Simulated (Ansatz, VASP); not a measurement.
Two plane-wave programs on Zn

The input INCAR:

```
SYSTEM = Zn
  ALGO = Normal
  EDIFF = 1E-6
  ENCUT = 520
  GGA = PS
  ISIF = 2
  ISMEAR = -1
  LASPH = .TRUE.
  LCHARG = .FALSE.
  LREAL = .FALSE.
  LWAVE = .FALSE.
  NBANDS = 12
  NELM = 100
  PREC = Accurate
  SIGMA = 0.1
```

File KPOINTS:

```
k-points
0
G
  14 14 14
  0 0 0
```

POSCAR

```
Zn
1.0
    2.6622660691      0.0000000000      0.0000000000
    0.0000000000      2.6622660691      0.0000000000
    0.0000000000      0.0000000000      2.6622660691
Zn
1
Direct
    0.0000000000      0.0000000000      0.0000000000
```

Input for Ansatz:

```yaml
crystal:
  lattice:
    - [2.6622660691, 0.0, 0.0]
    - [0.0, 2.6622660691, 0.0]
    - [0.0, 0.0, 2.6622660691]
  atoms:
    - { symbol: Zn, position: [0.0, 0.0, 0.0] }
hamiltonian:
  xc: pbesol
  pseudopotentials:
    kind: paw
    azcp:
      Zn: "pseudopotentials/Zn.paw.azcp"
basis:
  ecutwfc: 420
  fft_grid_basis: typed
kpoints:
  mp_grid: { grid: [14, 14, 14], shift: [0, 0, 0] }
magnetization:
  spin_polarized: false
scf:
  occupations: { method: fermi_dirac, width: 0.1 }
  lower_state_search: "off"
output:
  stress: true
```

Alike in both runs: task single point; functional PBEsol; k mesh 14 × 14 × 14; occupations fermi-dirac, width 0.1 eV; no spin polarisation.

```csv
,VASP,Ansatz
version,VASP 6.6.1,Ansatz 0.2.0
potentials or method,"VASP PAW PBE potentials, release 64 (Zn), cutoff 520 eV","plane waves (420 eV) with PAW, scalar-relativistic"
valence electrons in the cell,12,12
```

Ansatz gave:

```
pressure (GPa) : -5.2
```

Q: What did VASP give for the same quantities?

A: Pressure (GPa): -5.0.

VASP's potentials were made for PBE, not for PBEsol, and Ansatz warns of the same on its side. With one functional, cell and mesh, what is left measures potentials, basis and numerics.
